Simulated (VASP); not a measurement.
W, 1 atom in the cell. Symmetry: Fm-3m, No. 225, cubic system. The conventional cell has a = 4.060 Å, b = 4.060 Å, c = 4.060 Å, α = 90.00°, β = 90.00°, γ = 90.00°. W (site symmetry m-3m) has 12 W at 2.87 Å within 3.8 Å. 

| Quantity | Value |
| --- | --- |
| Program | VASP 6.6.1 |
| Task | vibrations by perturbation theory |
| Functional | LDA |
| Potentials or basis | VASP PAW LDA potentials, release 64 (W_sv) |
| Cutoff | 520 eV |
| k mesh | 8 × 8 × 8 |
| Occupations | fermi-dirac, width 0.05 eV |
| Spin | no spin polarisation |
| Dipole correction | no |
| Further INCAR settings | ALGO = Fast; EDIFF = 1e-08; IBRION = 8; NSW = 1 |

Potentials or basis: VASP PAW LDA potentials, release 64 (W_sv).

Command:

```console
$ cat potpaw_LDA.64/W_sv/POTCAR > POTCAR
$ mpirun -np 1 vasp_std > vasp.out
```

Hardware: 1 thread of Intel(R) Xeon(R) 6975P-C (Granite Rapids), with other jobs on the host.

Problem. Estimate the wall time of this run.

Solution. Wall time 13 s on 1 thread of Intel(R) Xeon(R) 6975P-C (Granite Rapids), on a shared host, peak memory 0.15 GiB. Counts: scf iterations 37, k points 29.
